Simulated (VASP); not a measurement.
Pt: single point with r2SCAN

Crystal: Pt.

```
Pt
1.0
     4.17723    0.00000   -0.00124
     0.00000    4.17723    0.00000
    -2.08916    0.00000    1.78740
Pt
2
Direct
  0.00000 0.00000 0.00000
  0.50000 0.50000 0.00000
```

```yaml
Program: VASP 6.6.1
Task: single point
Functional: r2SCAN
Potentials_or_basis: VASP PAW PBE potentials, release 64 (Pt)
Cutoff: 520 eV
k_mesh: 8 × 8 × 19
Occupations: gaussian, width 0.1 eV
Spin: no spin polarisation
Dipole_correction: no
Further_INCAR_settings: ALGO = Normal; EDIFF = 1e-06; NBANDS = 17; ISYM = 0
```

```yaml
Pressure: -2.8 GPa
Band_gap_on_the_k_mesh: zero (band 10 reaches 11.18 eV, above the bottom of band 11 at 9.31 eV)
```

Stress tensor (GPa, compression positive):
```
-4.59  0.00  0.00
 0.00 -4.45  0.00
 0.00  0.00  0.62
```

Levels at points of the mesh, in eV from the Fermi level:
```csv
k point,band 7,band 8,band 9,band 10,band 11,band 12,band 13,band 14
"(0.00, 0.00, 0.00)",-2.42,-0.87,-0.25,-0.14,1.08,1.23,7.89,12.73
"(0.50, 0.00, 0.00)",-2.03,-2.03,-1.43,-1.43,2.49,2.49,10.17,10.17
"(0.00, 0.50, 0.00)",-1.94,-1.94,-1.49,-1.49,-0.81,-0.81,17.12,17.12
"(0.50, 0.50, 0.00)",-0.40,-0.40,0.03,0.03,0.64,0.64,6.18,6.18
```

Run time: 11 min on 1 thread of Intel(R) Xeon(R) Platinum 8259CL CPU @ 2.50GHz (Skylake/Cascade Lake), on a shared host, peak memory 0.38 GiB.

Caveat: the PAW data sets were made with another functional, which shifts forces and pressure a little; spin-orbit coupling is left out, which moves the levels of the heavy elements.
